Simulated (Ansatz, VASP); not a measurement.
# One calculation of Ca3MgN2, two programs

```
CELL_PARAMETERS angstrom
2.74234 1.58329 3.29527
-2.74234 1.58329 3.29527
0.00000 -3.16658 3.29527
ATOMIC_POSITIONS crystal
Ca 0.16127 0.83873 0.50000
Ca 0.50000 0.16127 0.83873
Ca 0.83873 0.50000 0.16127
Mg 0.00000 0.00000 0.00000
N 0.33498 0.33498 0.33498
N 0.66502 0.66502 0.66502
```

Alike in both runs: task single point; functional PBE; k mesh 6 × 6 × 6; occupations gaussian, width 0.1 eV; no spin polarisation.

```csv
,VASP,Ansatz
version,VASP 6.6.1,Ansatz 0.2.0
potentials or method,"VASP PAW PBE potentials, release 64 (Ca_sv, Mg, N), cutoff 520 eV","scalar-relativistic, plane waves, PAW"
valence electrons in the cell,42,50
```

```tsv
	VASP	Ansatz	Ansatz less VASP
gap on the k mesh at the Fermi level (eV)	1.02	1.02	0.000
least direct gap on the mesh (eV)	1.08	1.08	+0.002
pressure (GPa)	27.5	27.1	-0.40
traceless stress, the component that is largest in VASP (GPa)	-5.14	-5.26	-0.125
rms of the force components (eV/Å)	1.268	1.269	+0.0010
```

Atom by atom the forces differ by 0.002 eV/Å (rms over components). VASP's potentials hold 42 valence electrons a cell and Ansatz's 50, so a difference there can come from the potentials and not from the codes.
